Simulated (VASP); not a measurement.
# Sb (R-3m) in VASP: single point with r2SCAN

Aim: the single point of Sb with r2SCAN.

Program: VASP 6.6.1. These are calculated values, not measurements. Logs are shortened: lines on timing, memory, paths and dates and some standing lists are left out, and cuts for length are marked.

### 1 The cell of the first run

The structure is trigonal, space group R-3m (No. 166). The conventional cell has a = 4.354 Å, b = 4.354 Å, c = 11.490 Å, α = 90.00°, β = 90.00°, γ = 120.00°. Within 3.9 Å of Sb (site symmetry 3m) lie 6 Sb at 2.93 to 3.43 Å.

### 2 Single point, r2SCAN

POSCAR reads:

```
Sb
1.0
    2.1770673240      1.2569304056      3.8298803211
   -2.1770673240      1.2569304056      3.8298803211
    0.0000000000     -2.5138608111      3.8298803211
Sb
2
Direct
    0.2682562500      0.2682562500      0.2682562500
    0.7317437500      0.7317437500      0.7317437500
```

INCAR.step1 reads:

```
  ALGO = Normal
  EDIFF = 1E-5
  ENCUT = 550
  GGA = PE
  GGA_COMPAT = F
  ISMEAR = 0
  LASPH = T
  LCHARG = F
  LREAL = F
  LWAVE = T
  NBANDS = 22
  NELM = 120
  PREC = Accurate
  SIGMA = 0.1
```

INCAR.step2 reads:

```
  ALGO = Normal
  EDIFF = 1E-6
  ENCUT = 550
  GGA_COMPAT = F
  ISIF = 2
  ISMEAR = 0
  ISTART = 1
  LASPH = T
  LCHARG = F
  LMIXTAU = T
  LREAL = F
  LWAVE = F
  METAGGA = R2SCAN
  NBANDS = 22
  NELM = 120
  PREC = Accurate
  SIGMA = 0.1
```

KPOINTS reads:

```
k-points
0
Gamma
  6 6 6
```

Potentials or basis: VASP PAW PBE potentials, release 64 (Sb_d_GW).

Run with:

```sh
cat potpaw_PBE.64/Sb_d_GW/POTCAR > POTCAR
cp INCAR.step1 INCAR
mpirun -np 1 vasp_std > vasp.out
cp INCAR.step2 INCAR
mpirun -np 1 vasp_std > vasp.out
```

OUTCAR:

```text
EDIFF = 1E-6
   ENCUT = 550
   ISIF = 2
   ISMEAR = 0
   ISTART = 1
   LASPH = T
   LREAL = F
   METAGGA = R2SCAN
   NELM = 120
   PREC = Accurate

 ion  position               nearest neighbor table
   1  0.268  0.268  0.268-   2 2.93   2 2.93   2 2.93
   2  0.732  0.732  0.732-   1 2.93   1 2.93   1 2.93

  LATTYP: Found a trigonal (rhomboedric) cell.
 ALAT       =     4.5812093875
 COS(alpha) =     0.5483381276

  Lattice vectors:

 A1 = (   2.1770673240,   1.2569304056,   3.8298803211)
 A2 = (  -2.1770673240,   1.2569304056,   3.8298803211)
 A3 = (   0.0000000000,  -2.5138608111,   3.8298803211)

Analysis of symmetry for initial positions (statically):
=====================================================================
 Subroutine PRICEL returns:
 Original cell was already a primitive cell.

 Routine SETGRP: Setting up the symmetry group for a
 trigonal (rhombohedral) supercell.

 Subroutine GETGRP returns: Found 12 space group operations
 (whereof 12 operations were pure point group operations)
 out of a pool of 12 trial point group operations.

The static configuration has the point symmetry D_3d.

Analysis of symmetry for dynamics (positions and initial velocities):
=====================================================================
 Subroutine PRICEL returns:
 Original cell was already a primitive cell.

 Routine SETGRP: Setting up the symmetry group for a
 trigonal (rhombohedral) supercell.

 Subroutine GETGRP returns: Found 12 space group operations
 (whereof 12 operations were pure point group operations)
 out of a pool of 12 trial point group operations.

The dynamic configuration has the point symmetry D_3d.

 Subroutine INISYM returns: Found 12 space group operations
 (whereof 12 operations are pure point group operations),
 and found     1 'primitive' translations

----------------------------------------------------------------------------------------

                                     Primitive cell

  volume of cell :      62.8810

  direct lattice vectors                    reciprocal lattice vectors
     2.177067324  1.256930406  3.829880321     0.229666761  0.132598166  0.087034922
    -2.177067324  1.256930406  3.829880321    -0.229666761  0.132598166  0.087034922
     0.000000000 -2.513860811  3.829880321     0.000000000 -0.265196332  0.087034922

  length of vectors
     4.581209387  4.581209387  4.581209387     0.279113189  0.279113189  0.279113189

  position of ions in fractional coordinates (direct lattice)
     0.268256250  0.268256250  0.268256250
     0.731743750  0.731743750  0.731743750

  ion indices of the primitive-cell ions
   primitive index   ion index
                 1           1
                 2           2

----------------------------------------------------------------------------------------

 KPOINTS: k-points

Automatic generation of k-mesh.
 Grid dimensions read from file:
 generate k-points for:    6    6    6

 Generating k-lattice:

  Cartesian coordinates                     Fractional coordinates (reciprocal lattice)
     0.038277793  0.022099694  0.014505820     0.166666667 -0.000000000  0.000000000
    -0.038277793  0.022099694  0.014505820    -0.000000000  0.166666667  0.000000000
     0.000000000 -0.044199389  0.014505820     0.000000000  0.000000000  0.166666667

  Length of vectors
     0.046518865  0.046518865  0.046518865

  Shift w.r.t. Gamma in fractional coordinates (k-lattice)
     0.000000000  0.000000000  0.000000000

 Subroutine IBZKPT returns following result:
 ===========================================

 Found     32 irreducible k-points:

 Following reciprocal coordinates:
            Coordinates               Weight
  0.000000  0.000000  0.000000      1.000000
  0.166667  0.000000  0.000000      6.000000
  0.333333  0.000000 -0.000000      6.000000
  0.500000  0.000000 -0.000000      3.000000
  0.166667  0.166667  0.000000      6.000000
  0.333333  0.166667 -0.000000     12.000000
[... 16 lines left out ...]
  0.500000  0.500000  0.166667      6.000000
 -0.333333  0.500000  0.166667     12.000000
 [... further k-points ...]
   k-points           NKPTS =     32   k-points in BZ     NKDIM =     32   number of bands    NBANDS=     22
   number of dos      NEDOS =    301   number of ions     NIONS =      2
   total plane-waves  NPLWV =  46656
   dimension x,y,z NGX =    36 NGY =   36 NGZ =   36
   dimension x,y,z NGXF=    72 NGYF=   72 NGZF=   72
   ions per type =               2
   NGX,Y,Z   is equivalent  to a cutoff of  13.06, 13.06, 13.06 a.u.
   NGXF,Y,Z  is equivalent  to a cutoff of  26.13, 26.13, 26.13 a.u.
 SYSTEM =  unknown system
   PREC   = accura    normal or accurate (medium, high low for compatibility)
   ISTART =      1    job   : 0-new  1-cont  2-samecut
   ICHARG =      0    charge: 1-file 2-atom 10-const
   ISPIN  =      1    spin polarized calculation?
   LNONCOLLINEAR =      F non collinear calculations
   LSORBIT =      F    spin-orbit coupling
   LASPH  =      T    aspherical Exc in radial PAW
   ENCUT  =  550.0 eV  40.42 Ry    6.36 a.u.   8.76  8.76  8.76*2*pi/ulx,y,z
   NELM   =    120;   NELMIN=  2; NELMDL=  0     # of ELM steps
   EDIFF  = 0.1E-05   stopping-criterion for ELM
   LREAL  =      F    real-space projection
   EDIFFG = 0.1E-04   stopping-criterion for IOM
   NSW    =      0    number of steps for IOM
   IBRION =     -1    ionic relax: 0-MD 1-quasi-New 2-CG
   NFREE  =      0    steps in history (QN), initial steepest desc. (CG)
   ISIF   =      2    stress and relaxation
   ISYM   =      2    0-nonsym 1-usesym 2-fastsym
   POTIM  = 0.5000    time-step for ionic-motion
   TEBEG  =    0.0;   TEEND  =   0.0 temperature during run
   PSTRESS=    0.0 pullay stress
   NELECT =      30.0000    total number of electrons
   NUPDOWN=      -1.0000    fix difference up-down
   EMIN   =  10.00;   EMAX   =-10.00  energy-range for DOS
   EFERMI =   0.00;   METHOD = LEGACY
   ISMEAR =     0;   SIGMA  =   0.10  broadening in eV -4-tet -1-fermi 0-gaus
   EFERMI_NEDOS =   21; number of points for ismear=-14 and -15
   IALGO  =     38    algorithm
   IMIX   =      4    mixing-type and parameters
     AMIX     =   0.40;   BMIX     =  1.00
     AMIX_MAG =   1.60;   BMIX_MAG =  1.00
  volume/ion in A,a.u.               =      31.44       212.17
  Fermi-wavevector in a.u.,A,eV,Ry     =   1.279211  2.417358 22.264300  1.636380
  Thomas-Fermi vector in A             =   2.411709
   LORBIT       =      0    0 simple, 1 ext, 2 COOP (PROOUT), +10 PAW based schemes
   METAGGA = R2SCAN    functional components
   LHFCALC =     F    Hartree Fock is set to
   AEXX    =    0.0000 exact exchange contribution
   IVDW    =     0    specifies the selected vdW correction
   LEPSILON=     F    determine dielectric tensor
   LRPA    =     F    only Hartree local field effects (RPA)
 non-spin polarized calculation
 Gauss-broadening in eV      SIGMA  =   0.10
  energy-cutoff  :      550.00
  volume of cell :       62.88
 maximum number of plane-waves:      1863
   NGX = 17   NGY = 17   NGZ = 17

 number of electron      30.0000010 magnetization

 Free energy of the ion-electron system (eV)
  ---------------------------------------------------
  ext. energy  EPLUGINS =         0.00000000
  ---------------------------------------------------
  free energy    TOTEN  =       -51.47702227 eV

  energy without entropy =      -51.47528811  energy(sigma->0) =      -51.47615519

 E-fermi :   4.9668     XC(G=0): -10.4443

 val. band max:        4.9643868692   @ k =   0.3333   0.1667   0.1667
 cond. band min:       5.1401676764   @ k =   0.5000   0.5000   0.5000
 fundamental gap:      0.1757808072
 Fermi energy:         4.9668279267

 k-point     1 :       0.0000    0.0000    0.0000
  band No.  band energies     occupation
      1     -25.3505      2.00000
      2     -25.3505      2.00000
      3     -25.2619      2.00000
      4     -25.2619      2.00000
      5     -25.2285      2.00000
      6     -25.1466      2.00000
[... 14 lines left out ...]
     21      10.7158      0.00000
     22      12.0824      0.00000

 k-point     2 :       0.1667    0.0000    0.0000
  band No.  band energies     occupation
      1     -25.3411      2.00000
      2     -25.3353      2.00000
      3     -25.2568      2.00000
      4     -25.2526      2.00000
      5     -25.2225      2.00000
      6     -25.1538      2.00000
[... 14 lines left out ...]
     21      10.7479      0.00000
     22      13.8351      0.00000

 k-point     3 :       0.3333    0.0000   -0.0000
  band No.  band energies     occupation
      1     -25.3195      2.00000
      2     -25.2949      2.00000
      3     -25.2462      2.00000
      4     -25.2286      2.00000
      5     -25.2059      2.00000
      6     -25.1757      2.00000
[... 14 lines left out ...]
     21      12.3798      0.00000
     22      15.9466      0.00000

 k-point     4 :       0.5000    0.0000   -0.0000
  band No.  band energies     occupation
      1     -25.3066      2.00000
      2     -25.2586      2.00000
      3     -25.2381      2.00000
      4     -25.2136      2.00000
      5     -25.2044      2.00000
      6     -25.1939      2.00000
[... 14 lines left out ...]
     21      14.5553      0.00000
     22      14.6060      0.00000

 k-point     5 :       0.1667    0.1667    0.0000
  band No.  band energies     occupation
      1     -25.3491      2.00000
      2     -25.3231      2.00000
      3     -25.2591      2.00000
      4     -25.2496      2.00000
      5     -25.2208      2.00000
      6     -25.1566      2.00000
[... 14 lines left out ...]
     21      11.5150      0.00000
     22      12.8746      0.00000

 k-point     6 :       0.3333    0.1667   -0.0000
  band No.  band energies     occupation
      1     -25.3371      2.00000
      2     -25.2931      2.00000
      3     -25.2496      2.00000
      4     -25.2370      2.00000
      5     -25.2078      2.00000
      6     -25.1754      2.00000
[... 14 lines left out ...]
     21      12.9973      0.00000
     22      14.5270      0.00000

 k-point     7 :       0.5000    0.1667   -0.0000
  band No.  band energies     occupation
      1     -25.3190      2.00000
      2     -25.2580      2.00000
      3     -25.2344      2.00000
      4     -25.2244      2.00000
      5     -25.2019      2.00000
      6     -25.1895      2.00000
[... 324 lines left out ...]
      6     -25.1742      2.00000
[... 14 lines left out ...]
     21      13.5186      0.00000
     22      14.7537      0.00000

 k-point    21 :      -0.3333    0.3333    0.1667
  band No.  band energies     occupation
      1     -25.3226      2.00000
      2     -25.2671      2.00000
      3     -25.2381      2.00000
      4     -25.2236      2.00000
      5     -25.1956      2.00000
      6     -25.1890      2.00000
[... 14 lines left out ...]
     21      15.2904      0.00000
     22      15.5983      0.00000

 k-point    22 :      -0.1667    0.3333    0.1667
  band No.  band energies     occupation
      1     -25.3327      2.00000
      2     -25.2550      2.00000
      3     -25.2439      2.00000
      4     -25.2180      2.00000
      5     -25.2060      2.00000
      6     -25.1925      2.00000
[... 14 lines left out ...]
     21      13.7551      0.00000
     22      14.8935      0.00000

 k-point    23 :       0.5000    0.5000    0.1667
  band No.  band energies     occupation
      1     -25.3367      2.00000
      2     -25.2799      2.00000
      3     -25.2518      2.00000
      4     -25.2222      2.00000
      5     -25.2016      2.00000
      6     -25.1781      2.00000
[... 14 lines left out ...]
     21      14.6698      0.00000
     22      15.3022      0.00000

 k-point    24 :      -0.3333    0.5000    0.1667
  band No.  band energies     occupation
      1     -25.3320      2.00000
      2     -25.2683      2.00000
      3     -25.2446      2.00000
      4     -25.2200      2.00000
      5     -25.1951      2.00000
      6     -25.1891      2.00000
[... 14 lines left out ...]
     21      15.4083      0.00000
     22      16.2265      0.00000

 [... further k-points ...]

------------------------ aborting loop because EDIFF is reached ----------------------------------------

  FORCE on cell =-STRESS in cart. coord.  units (eV):
  Direction    XX          YY          ZZ          XY          YZ          ZX
  --------------------------------------------------------------------------------------
  -------------------------------------------------------------------------------------
  Total       -0.0479322     -0.0479322      0.1026474     -0.0000000      0.0000000      0.0000000
  in kB       -1.2212878     -1.2212878      2.6154047     -0.0000000      0.0000000      0.0000000
  external PRESSURE =       0.0576097 kB  Pullay stress =       0.0000000 kB

 VOLUME and BASIS-vectors are now :
 -----------------------------------------------------------------------------
  energy-cutoff  :      550.00
  volume of cell :       62.88
      direct lattice vectors                 reciprocal lattice vectors
     2.177067324  1.256930406  3.829880321     0.229666761  0.132598166  0.087034922
    -2.177067324  1.256930406  3.829880321    -0.229666761  0.132598166  0.087034922
     0.000000000 -2.513860811  3.829880321     0.000000000 -0.265196332  0.087034922

 POSITION                                       TOTAL-FORCE (eV/Angst)
 -----------------------------------------------------------------------------------
      0.00000      0.00000      3.08217         0.000000      0.000000      0.088239
      0.00000      0.00000      8.40747         0.000000     -0.000000     -0.088239
 -----------------------------------------------------------------------------------
    total drift:                                0.000000      0.000000     -0.000000

  FREE ENERGIE OF THE ION-ELECTRON SYSTEM (eV)
  ---------------------------------------------------
  free  energy   TOTEN  =       -51.4770222740 eV

  energy  without entropy=      -51.4752881129  energy(sigma->0) =      -51.47615519
```

Wall time 3.9 min (1 thread of Intel Xeon Platinum 8259CL at 2.50GHz (Skylake/Cascade Lake), shared host); peak memory 0.24 GiB.

What came out:

```yaml
Free_energy: -51.4770 eV
Pressure: 0.0 GPa
Largest_force: 0.088 eV/Å
Band_gap_on_the_k_mesh: zero (bands 15 and 16 overlap by 0.13 eV)
```

Forces on the atoms (eV/Å):
```
Sb   0.000  0.000  0.088
Sb   0.000  0.000 -0.088
```

Levels at points of the mesh, in eV from the Fermi level:
```tsv
k point	band 11	band 12	band 13	band 14	band 15	band 16	band 17	band 18	band 19	band 20
(0.00, 0.00, 0.00)	-13.12	-5.08	-2.22	-1.99	-1.99	1.94	2.63	2.63	5.53	5.53
(0.50, 0.00, 0.00)	-10.75	-9.93	-2.22	-2.09	-0.40	-0.13	0.34	0.63	7.95	8.58
(0.50, 0.50, 0.00)	-10.74	-8.37	-5.48	-3.86	-3.82	1.70	4.91	5.71	6.92	9.32
(0.50, 0.50, 0.50)	-11.67	-9.16	-1.52	-1.52	-0.45	0.17	0.17	1.21	7.29	9.13
```

Caveat: the PAW data sets were made with another functional, which shifts forces and pressure a little; spin-orbit coupling is left out, which moves the levels of the heavy elements.

The gap in the log of VASP goes by the Fermi energy; the results here count the filled bands.